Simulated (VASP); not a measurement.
# GaSb3 (Fm-3m) in VASP: further runs

GaSb3 is run at these levels: LDA, PBE; tasks: single point.

Program: VASP 6.6.1. These are calculated values, not measurements. Logs are shortened: lines on timing, memory, paths and dates and some standing lists are left out, and cuts for length are marked.

**1. The cell of the first run**

It takes space group Fm-3m (No. 225, cubic). The conventional cell has a = 7.461 Å, b = 7.461 Å, c = 7.461 Å, α = 90.00°, β = 90.00°, γ = 90.00°. Within 4.3 Å of Sb (site symmetry m-3m) lie 8 Sb at 3.23 Å and 6 Ga at 3.73 Å. Sb (site symmetry -43m) has 10 Sb at 3.23 to 3.73 Å and 4 Ga at 3.23 Å within 4.3 Å. Ga (site symmetry m-3m) has 14 Sb at 3.23 to 3.73 Å within 4.3 Å.

**2. Single point, LDA**

INCAR reads:

```
  PREC = Accurate
  ENCUT = 520
  EDIFF = 1E-6
  ISMEAR = -1
  SIGMA = 0.05
  LREAL = F
  LASPH = T
  NELM = 80
  ALGO = Normal
  ISIF = 2
  LWAVE = F
  LCHARG = F
  GGA = CA
  NBANDS = 22
```

KPOINTS reads:

```
Automatic mesh
0
Gamma
  6 6 6
```

POSCAR reads:

```
GaSb3
1.0
    0.0000000000      3.7305950000      3.7305950000
    3.7305950000      0.0000000000      3.7305950000
    3.7305950000      3.7305950000      0.0000000000
Sb Ga
3 1
Direct
    0.5000000000      0.5000000000      0.5000000000
    0.7500000000      0.7500000000      0.7500000000
    0.2500000000      0.2500000000      0.2500000000
    0.0000000000      0.0000000000      0.0000000000
```

Potentials or basis: VASP PAW LDA potentials, release 64 (Sb, Ga_d).

On the command line:

```bash
> cat potpaw_LDA.64/Sb/POTCAR potpaw_LDA.64/Ga_d/POTCAR > POTCAR
> mpirun -np 1 vasp_std > vasp.out
```

OUTCAR:

```text
PREC = Accurate
   ENCUT = 520
   EDIFF = 1E-6
   ISMEAR = -1
   LREAL = F
   LASPH = T
   NELM = 80
   ISIF = 2
   GGA = CA

 ion  position               nearest neighbor table
   1  0.500  0.500  0.500-   3 3.23   3 3.23   3 3.23   2 3.23   3 3.23   2 3.23   2 3.23   2 3.23

   2  0.750  0.750  0.750-   1 3.23   1 3.23   1 3.23   1 3.23   4 3.23   4 3.23   4 3.23   4 3.23
                             3 3.73   3 3.73   3 3.73   3 3.73   3 3.73   3 3.73
   3  0.250  0.250  0.250-   4 3.23   4 3.23   4 3.23   1 3.23   4 3.23   1 3.23   1 3.23   1 3.23
                             2 3.73   2 3.73   2 3.73   2 3.73   2 3.73   2 3.73
   4  0.000  0.000  0.000-   2 3.23   2 3.23   2 3.23   2 3.23   3 3.23   3 3.23   3 3.23   3 3.23

  LATTYP: Found a face centered cubic cell.
 ALAT       =     7.4611900000

  Lattice vectors:

 A1 = (   0.0000000000,   3.7305950000,   3.7305950000)
 A2 = (   3.7305950000,   0.0000000000,   3.7305950000)
 A3 = (   3.7305950000,   3.7305950000,   0.0000000000)

Analysis of symmetry for initial positions (statically):
=====================================================================
 Subroutine PRICEL returns:
 Original cell was already a primitive cell.

 Routine SETGRP: Setting up the symmetry group for a
 face centered cubic supercell.

 Subroutine GETGRP returns: Found 48 space group operations
 (whereof 48 operations were pure point group operations)
 out of a pool of 48 trial point group operations.

The static configuration has the point symmetry O_h .

Analysis of symmetry for dynamics (positions and initial velocities):
=====================================================================
 Subroutine PRICEL returns:
 Original cell was already a primitive cell.

 Routine SETGRP: Setting up the symmetry group for a
 face centered cubic supercell.

 Subroutine GETGRP returns: Found 48 space group operations
 (whereof 48 operations were pure point group operations)
 out of a pool of 48 trial point group operations.

The dynamic configuration has the point symmetry O_h .

 Subroutine INISYM returns: Found 48 space group operations
 (whereof 48 operations are pure point group operations),
 and found     1 'primitive' translations

----------------------------------------------------------------------------------------

                                     Primitive cell

  volume of cell :     103.8399

  direct lattice vectors                    reciprocal lattice vectors
     0.000000000  3.730595000  3.730595000    -0.134026878  0.134026878  0.134026878
     3.730595000  0.000000000  3.730595000     0.134026878 -0.134026878  0.134026878
     3.730595000  3.730595000  0.000000000     0.134026878  0.134026878 -0.134026878

  length of vectors
     5.275858045  5.275858045  5.275858045     0.232141362  0.232141362  0.232141362

  position of ions in fractional coordinates (direct lattice)
     0.500000000  0.500000000  0.500000000
     0.750000000  0.750000000  0.750000000
     0.250000000  0.250000000  0.250000000
     0.000000000  0.000000000  0.000000000

  ion indices of the primitive-cell ions
   primitive index   ion index
                 1           1
                 2           2
                 3           3
                 4           4

----------------------------------------------------------------------------------------

 KPOINTS: Automatic mesh

Automatic generation of k-mesh.
 Grid dimensions read from file:
 generate k-points for:    6    6    6

 Generating k-lattice:

  Cartesian coordinates                     Fractional coordinates (reciprocal lattice)
    -0.022337813  0.022337813  0.022337813     0.166666667  0.000000000  0.000000000
     0.022337813 -0.022337813  0.022337813     0.000000000  0.166666667  0.000000000
     0.022337813  0.022337813 -0.022337813     0.000000000  0.000000000  0.166666667

  Length of vectors
     0.038690227  0.038690227  0.038690227

  Shift w.r.t. Gamma in fractional coordinates (k-lattice)
     0.000000000  0.000000000  0.000000000

 Subroutine IBZKPT returns following result:
 ===========================================

 Found     16 irreducible k-points:

 Following reciprocal coordinates:
            Coordinates               Weight
  0.000000  0.000000  0.000000      1.000000
  0.166667  0.000000  0.000000      8.000000
  0.333333  0.000000  0.000000      8.000000
  0.500000  0.000000  0.000000      4.000000
  0.166667  0.166667  0.000000      6.000000
  0.333333  0.166667  0.000000     24.000000
[... 8 lines left out ...]
 -0.333333  0.333333  0.166667     24.000000
 -0.333333  0.500000  0.166667     12.000000
   k-points           NKPTS =     16   k-points in BZ     NKDIM =     16   number of bands    NBANDS=     22
   number of dos      NEDOS =    301   number of ions     NIONS =      4
   total plane-waves  NPLWV =  64000
   dimension x,y,z NGX =    40 NGY =   40 NGZ =   40
   dimension x,y,z NGXF=    80 NGYF=   80 NGZF=   80
   ions per type =               3   1
   NGX,Y,Z   is equivalent  to a cutoff of  12.60, 12.60, 12.60 a.u.
   NGXF,Y,Z  is equivalent  to a cutoff of  25.21, 25.21, 25.21 a.u.
 SYSTEM =  unknown system
   PREC   = accura    normal or accurate (medium, high low for compatibility)
   ISTART =      0    job   : 0-new  1-cont  2-samecut
   ICHARG =      2    charge: 1-file 2-atom 10-const
   ISPIN  =      1    spin polarized calculation?
   LNONCOLLINEAR =      F non collinear calculations
   LSORBIT =      F    spin-orbit coupling
   LASPH  =      T    aspherical Exc in radial PAW
   ENCUT  =  520.0 eV  38.22 Ry    6.18 a.u.   9.81  9.81  9.81*2*pi/ulx,y,z
   NELM   =     80;   NELMIN=  2; NELMDL= -5     # of ELM steps
   EDIFF  = 0.1E-05   stopping-criterion for ELM
   LREAL  =      F    real-space projection
   EDIFFG = 0.1E-04   stopping-criterion for IOM
   NSW    =      0    number of steps for IOM
   IBRION =     -1    ionic relax: 0-MD 1-quasi-New 2-CG
   NFREE  =      0    steps in history (QN), initial steepest desc. (CG)
   ISIF   =      2    stress and relaxation
   ISYM   =      2    0-nonsym 1-usesym 2-fastsym
   POTIM  = 0.5000    time-step for ionic-motion
   TEBEG  =    0.0;   TEEND  =   0.0 temperature during run
   PSTRESS=    0.0 pullay stress
   NELECT =      28.0000    total number of electrons
   NUPDOWN=      -1.0000    fix difference up-down
   EMIN   =  10.00;   EMAX   =-10.00  energy-range for DOS
   EFERMI =   0.00;   METHOD = LEGACY
   ISMEAR =    -1;   SIGMA  =   0.05  broadening in eV -4-tet -1-fermi 0-gaus
   EFERMI_NEDOS =   21; number of points for ismear=-14 and -15
   IALGO  =     38    algorithm
   IMIX   =      4    mixing-type and parameters
     AMIX     =   0.40;   BMIX     =  1.00
     AMIX_MAG =   1.60;   BMIX_MAG =  1.00
  volume/ion in A,a.u.               =      25.96       175.19
  Fermi-wavevector in a.u.,A,eV,Ry     =   1.057644  1.998657 15.219617  1.118610
  Thomas-Fermi vector in A             =   2.192924
   LORBIT       =      0    0 simple, 1 ext, 2 COOP (PROOUT), +10 PAW based schemes
   GGA     = CA    functional components
   LHFCALC =     F    Hartree Fock is set to
   AEXX    =    0.0000 exact exchange contribution
   IVDW    =     0    specifies the selected vdW correction
   LEPSILON=     F    determine dielectric tensor
   LRPA    =     F    only Hartree local field effects (RPA)
 non-spin polarized calculation
  energy-cutoff  :      520.00
  volume of cell :      103.84
 maximum number of plane-waves:      2822
   NGX = 19   NGY = 19   NGZ = 19

 number of electron      28.0000014 magnetization

 Free energy of the ion-electron system (eV)
  ---------------------------------------------------
  ext. energy  EPLUGINS =         0.00000000
  ---------------------------------------------------
  free energy    TOTEN  =       -17.10153612 eV

  energy without entropy =      -17.06651137  energy(sigma->0) =      -17.08402375

 E-fermi :   7.4312     XC(G=0): -10.3645

 val. band max:        7.3944731063   @ k =   0.5000   0.1667   0.0000
 cond. band min:       7.4860427953   @ k =   0.3333   0.1667   0.0000
 fundamental gap:      0.0915696890
 Fermi energy:         7.4311705265

 k-point     1 :       0.0000    0.0000    0.0000
  band No.  band energies     occupation
      1      -7.6480      2.00000
      2      -7.6480      2.00000
      3      -7.6480      2.00000
      4      -7.6355      2.00000
      5      -7.6355      2.00000
      6      -5.1355      2.00000
[... 14 lines left out ...]
     21      13.9260      0.00000
     22      13.9260      0.00000

 k-point     2 :       0.1667    0.0000    0.0000
  band No.  band energies     occupation
      1      -7.6492      2.00000
      2      -7.6475      2.00000
      3      -7.6475      2.00000
      4      -7.6356      2.00000
      5      -7.6356      2.00000
      6      -4.9236      2.00000
[... 14 lines left out ...]
     21      12.3298      0.00000
     22      13.4420      0.00000

 k-point     3 :       0.3333    0.0000    0.0000
  band No.  band energies     occupation
      1      -7.6517      2.00000
      2      -7.6465      2.00000
      3      -7.6465      2.00000
      4      -7.6358      2.00000
      5      -7.6358      2.00000
      6      -4.3076      2.00000
[... 14 lines left out ...]
     21      11.8581      0.00000
     22      13.6269      0.00000
[... 276 lines left out ...]
 k-point    15 :      -0.3333    0.3333    0.1667
  band No.  band energies     occupation
      1      -7.6508      2.00000
      2      -7.6492      2.00000
      3      -7.6445      2.00000
      4      -7.6379      2.00000
      5      -7.6357      2.00000
      6      -3.0653      2.00000
[... 14 lines left out ...]
     21      12.1495      0.00000
     22      15.1389      0.00000

 k-point    16 :      -0.3333    0.5000    0.1667
  band No.  band energies     occupation
      1      -7.6532      2.00000
      2      -7.6471      2.00000
      3      -7.6438      2.00000
      4      -7.6389      2.00000
      5      -7.6352      2.00000
      6      -2.5649      2.00000
[... 14 lines left out ...]
     21      11.5823      0.00000
     22      14.4058      0.00000

------------------------ aborting loop because EDIFF is reached ----------------------------------------

  FORCE on cell =-STRESS in cart. coord.  units (eV):
  Direction    XX          YY          ZZ          XY          YZ          ZX
  --------------------------------------------------------------------------------------
  -------------------------------------------------------------------------------------
  Total       -2.8949423     -2.8949423     -2.8949423     -0.0000000     -0.0000000      0.0000000
  in kB      -44.6669389    -44.6669389    -44.6669389     -0.0000000     -0.0000000      0.0000000
  external PRESSURE =     -44.6669389 kB  Pullay stress =       0.0000000 kB

 VOLUME and BASIS-vectors are now :
 -----------------------------------------------------------------------------
  energy-cutoff  :      520.00
  volume of cell :      103.84
      direct lattice vectors                 reciprocal lattice vectors
     0.000000000  3.730595000  3.730595000    -0.134026878  0.134026878  0.134026878
     3.730595000  0.000000000  3.730595000     0.134026878 -0.134026878  0.134026878
     3.730595000  3.730595000  0.000000000     0.134026878  0.134026878 -0.134026878

 POSITION                                       TOTAL-FORCE (eV/Angst)
 -----------------------------------------------------------------------------------
      3.73060      3.73060      3.73060         0.000000     -0.000000     -0.000000
      5.59589      5.59589      5.59589         0.000000      0.000000      0.000000
      1.86530      1.86530      1.86530        -0.000000     -0.000000     -0.000000
      0.00000      0.00000      0.00000         0.000000     -0.000000     -0.000000
 -----------------------------------------------------------------------------------
    total drift:                               -0.000000      0.000000      0.000000

  FREE ENERGIE OF THE ION-ELECTRON SYSTEM (eV)
  ---------------------------------------------------
  free  energy   TOTEN  =       -17.1015361193 eV

  energy  without entropy=      -17.0665113715  energy(sigma->0) =      -17.08402375
```

Wall time 33 s (1 thread of Intel Xeon Platinum 8259CL at 2.50GHz (Skylake/Cascade Lake), shared host); peak memory 0.21 GiB.

What came out:

```
Free energy            : -17.1015 eV
Pressure               : -4.5 GPa
Band gap on the k mesh : zero (band 14 reaches 8.56 eV, above the bottom of band 15 at 4.94 eV)
```

Levels at points of the mesh, in eV from the Fermi level:
```csv
k point,band 12,band 13,band 14,band 15,band 16,band 17
"(0.00, 0.00, 0.00)",-2.63,-2.49,-2.49,-2.49,-0.80,-0.80
"(0.50, 0.00, 0.00)",-2.69,-2.69,-0.55,-0.19,1.94,1.94
"(0.50, 0.50, 0.00)",0.45,0.76,0.93,0.93,1.75,1.75
```

Caveat: spin-orbit coupling is left out, which moves the levels of the heavy elements.

**3. Single point, PBE**

INCAR reads:

```
SYSTEM = GaSb3
PREC = Accurate
ENCUT = 520
EDIFF = 1E-6
ISMEAR = -1
SIGMA = 0.05
LREAL = .FALSE.
LASPH = .TRUE.
NELM = 100
ALGO = Normal
ISIF = 2
LWAVE = .FALSE.
LCHARG = .TRUE.
GGA = PE
LELF = .TRUE.
LVHAR = .TRUE.
NBANDS = 22
```

KPOINTS reads:

```
Automatic mesh
0
G
  6 6 6
  0 0 0
```

POSCAR is that of step 2.

Potentials or basis: VASP PAW PBE potentials, release 64 (Sb, Ga_d).

On the command line:

```bash
> cat potpaw_PBE.64/Sb/POTCAR potpaw_PBE.64/Ga_d/POTCAR > POTCAR
> mpirun -np 1 vasp_std > vasp.out
```

OUTCAR:

```text
SYSTEM = GaSb3
   PREC = Accurate
   ENCUT = 520
   EDIFF = 1E-6
   ISMEAR = -1
   LREAL = .FALSE.
   LASPH = .TRUE.
   NELM = 100
   ISIF = 2
   GGA = PE

 ion  position               nearest neighbor table
   1  0.500  0.500  0.500-   3 3.23   3 3.23   3 3.23   2 3.23   3 3.23   2 3.23   2 3.23   2 3.23

   2  0.750  0.750  0.750-   1 3.23   1 3.23   1 3.23   1 3.23   4 3.23   4 3.23   4 3.23   4 3.23
                             3 3.73   3 3.73   3 3.73   3 3.73   3 3.73   3 3.73
   3  0.250  0.250  0.250-   4 3.23   4 3.23   4 3.23   1 3.23   4 3.23   1 3.23   1 3.23   1 3.23
                             2 3.73   2 3.73   2 3.73   2 3.73   2 3.73   2 3.73
   4  0.000  0.000  0.000-   2 3.23   2 3.23   2 3.23   2 3.23   3 3.23   3 3.23   3 3.23   3 3.23

  LATTYP: Found a face centered cubic cell.
 ALAT       =     7.4611900000

  Lattice vectors:

 A1 = (   0.0000000000,   3.7305950000,   3.7305950000)
 A2 = (   3.7305950000,   0.0000000000,   3.7305950000)
 A3 = (   3.7305950000,   3.7305950000,   0.0000000000)

Analysis of symmetry for initial positions (statically):
=====================================================================
 Subroutine PRICEL returns:
 Original cell was already a primitive cell.
[... 165 lines left out ...]

 val. band max:        7.5854223638   @ k =   0.5000   0.1667   0.0000
 cond. band min:       7.6431453055   @ k =   0.3333   0.1667   0.0000
 fundamental gap:      0.0577229417
 Fermi energy:         7.5952781635

 k-point     1 :       0.0000    0.0000    0.0000
  band No.  band energies     occupation
      1      -7.4190      2.00000
      2      -7.4190      2.00000
      3      -7.4190      2.00000
      4      -7.4068      2.00000
      5      -7.4068      2.00000
      6      -4.9695      2.00000
[... 389 lines left out ...]
     21      11.7677      0.00000
     22      14.5712      0.00000

------------------------ aborting loop because EDIFF is reached ----------------------------------------

  FORCE on cell =-STRESS in cart. coord.  units (eV):
  Direction    XX          YY          ZZ          XY          YZ          ZX
  --------------------------------------------------------------------------------------
  -------------------------------------------------------------------------------------
  Total       -0.4058077     -0.4058077     -0.4058077      0.0000000      0.0000000      0.0000000
  in kB       -6.2613298     -6.2613298     -6.2613298      0.0000000      0.0000000      0.0000000
  external PRESSURE =      -6.2613298 kB  Pullay stress =       0.0000000 kB

 VOLUME and BASIS-vectors are now :
 -----------------------------------------------------------------------------
  energy-cutoff  :      520.00
  volume of cell :      103.84
      direct lattice vectors                 reciprocal lattice vectors
     0.000000000  3.730595000  3.730595000    -0.134026878  0.134026878  0.134026878
     3.730595000  0.000000000  3.730595000     0.134026878 -0.134026878  0.134026878
     3.730595000  3.730595000  0.000000000     0.134026878  0.134026878 -0.134026878

 POSITION                                       TOTAL-FORCE (eV/Angst)
 -----------------------------------------------------------------------------------
      3.73060      3.73060      3.73060        -0.000000     -0.000000     -0.000000
      5.59589      5.59589      5.59589         0.000000      0.000000      0.000000
      1.86530      1.86530      1.86530        -0.000000     -0.000000      0.000000
      0.00000      0.00000      0.00000        -0.000000     -0.000000     -0.000000
 -----------------------------------------------------------------------------------
    total drift:                               -0.000000      0.000000      0.000000

  FREE ENERGIE OF THE ION-ELECTRON SYSTEM (eV)
  ---------------------------------------------------
  free  energy   TOTEN  =       -14.4544988216 eV

  energy  without entropy=      -14.4187024864  energy(sigma->0) =      -14.43660065
```

OSZICAR:

```text
N       E                     dE             d eps       ncg     rms          rms(c)
DAV:   1     0.162111135610E+03    0.16211E+03   -0.11690E+04   742   0.135E+03
DAV:   2     0.117609282030E+01   -0.16094E+03   -0.15486E+03   798   0.318E+02
DAV:   3    -0.140373188549E+02   -0.15213E+02   -0.14809E+02   864   0.818E+01
DAV:   4    -0.144724415014E+02   -0.43512E+00   -0.43170E+00   770   0.140E+01
DAV:   5    -0.144829755360E+02   -0.10534E-01   -0.10525E-01   898   0.228E+00    0.316E+00
DAV:   6    -0.144604957654E+02    0.22480E-01   -0.40351E-02   908   0.190E+00    0.175E+00
DAV:   7    -0.144546457233E+02    0.58500E-02   -0.21469E-02   840   0.927E-01    0.195E-01
DAV:   8    -0.144544512008E+02    0.19452E-03   -0.16868E-03   832   0.376E-01    0.808E-02
DAV:   9    -0.144544977240E+02   -0.46523E-04   -0.18940E-04   852   0.850E-02    0.245E-02
DAV:  10    -0.144544984755E+02   -0.75147E-06   -0.11316E-05   820   0.337E-02    0.585E-03
DAV:  11    -0.144544988216E+02   -0.34613E-06   -0.11547E-06   570   0.751E-03
   1 F= -.14454499E+02 E0= -.14436601E+02  d E =-.357963E-01
```

stdout:

```text
POSCAR found type information on POSCAR SbGa
 POSCAR found :  2 types and       4 ions
 scaLAPACK will be used
 LDA part: xc-table for (Slater+PW92), standard interpolation
 POSCAR, INCAR and KPOINTS ok, starting setup
 FFT: planning ... GRIDC
 FFT: planning ... GRID_SOFT
 FFT: planning ... GRID
 WAVECAR not read
 entering main loop
```

Run time: 42 s. Hardware: 1 thread of Intel Xeon Platinum 8259CL at 2.50GHz (Skylake/Cascade Lake), shared host; peak memory 0.25 GiB.

What came out:

```
Free energy            : -14.4545 eV
Pressure               : -0.6 GPa
Band gap on the k mesh : zero (band 14 reaches 8.73 eV, above the bottom of band 15 at 5.08 eV)
```

Levels at points of the mesh, in eV from the Fermi level:
```tsv
k point	band 12	band 13	band 14	band 15	band 16	band 17
(0.00, 0.00, 0.00)	-2.67	-2.52	-2.52	-2.52	-0.82	-0.82
(0.50, 0.00, 0.00)	-2.72	-2.72	-0.52	-0.16	1.94	1.94
(0.50, 0.50, 0.00)	0.49	0.81	0.94	0.94	1.76	1.76
```

Caveat: spin-orbit coupling is left out, which moves the levels of the heavy elements.
